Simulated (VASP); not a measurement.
Write the native input for VASP 6.6.1 that does the following.

- Task: single point
- Functional: BLYP
- Dispersion: D3(BJ)
- Potentials or basis: VASP PAW PBE potentials, release 64 (Hf_pv, C)
- Cutoff: 520 eV
- k mesh: 10 × 10 × 10
- Occupations: fermi-dirac, width 0.05 eV
- Spin: no spin polarisation
- Dipole correction: no
- Further INCAR settings: ALGO = Normal; EDIFF = 1e-07; NBANDS = 14

The structure of HfC lies in POSCAR:

```
HfC
1.0
    0.0000000000      2.3124368502      2.3124368502
    2.3124368502      0.0000000000      2.3124368502
    2.3124368502      2.3124368502      0.0000000000
Hf C
1 1
Direct
    0.5000000000      0.5000000000      0.5000000000
    0.0000000000      0.0000000000      0.0000000000
```

The input as run:

INCAR

```
SYSTEM = HfC
PREC = Accurate ; ENCUT = 520
EDIFF = 1E-7 ; ISMEAR = -1
SIGMA = 0.05 ; LREAL = .FALSE.
LASPH = .TRUE. ; NELM = 60
ALGO = Normal ; ISIF = 2
LWAVE = .FALSE. ; LCHARG = .FALSE.
GGA = B5 ; ALDAX = 1.0
AGGAX = 1.0 ; AGGAC = 1.0
ALDAC = 0.0 ; IVDW = 12
VDW_S6 = 1.0 ; VDW_S8 = 2.6996
VDW_A1 = 0.4298 ; VDW_A2 = 4.2359
NBANDS = 14
```

KPOINTS

```
regular mesh
0
G
  10 10 10
  0 0 0
```

Potentials or basis: VASP PAW PBE potentials, release 64 (Hf_pv, C).

Launch:

```bash
$ cat potpaw_PBE.64/Hf_pv/POTCAR potpaw_PBE.64/C/POTCAR > POTCAR
$ mpirun -np 1 vasp_std > vasp.out
```

Results of the run:

- Pressure: 0.1 GPa
- Band gap on the k mesh: zero (band 7 reaches 7.56 eV, above the bottom of band 8 at 6.20 eV)
- Dispersion energy per atom: -0.860 eV

Caveat: the PAW data sets were made with another functional, which shifts forces and pressure a little; spin-orbit coupling is left out, which moves the levels of the heavy elements; pairwise dispersion overbinds metals, which lowers pressure and volume.

Run time: 19 s on 1 thread of Intel Xeon 8259CL, with other jobs on the host, peak memory 0.16 GiB.
